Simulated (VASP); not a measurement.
Runs of VASP 6.6.1 on InPd. The structure is that of space group Pm-3m (No. 221), or close to it. The cells are those of the table. 

```tsv
cell	gap on the mesh (eV)	pressure (GPa)
a = 3.283 Å, 2 atoms	none	2.6
a = 3.216 Å, 2 atoms	none	(b)
a = 3.315 Å, 2 atoms	none	(a)
a = 3.347 Å, 2 atoms	none	-3.6
a = 3.250 Å, 2 atoms	none	6.7
```

Alike in all rows: task single point; level PBE; potentials or basis VASP PAW PBE potentials, release 64 (In_d, Pd); no spin polarisation; k mesh 7 × 7 × 7; cutoff (eV) 520; smearing fermi-dirac 0.1 eV.

**Question.** Fill in the values left out.

**Answer.** (a) -0.8; (b) 11.7.

Caveats: spin-orbit coupling is left out, which moves the levels of the heavy elements.

A k mesh can miss the band edges, and the runs leave out spin-orbit coupling on In, Pd.

A gap of «none» marks levels without a gap at the run's occupations.
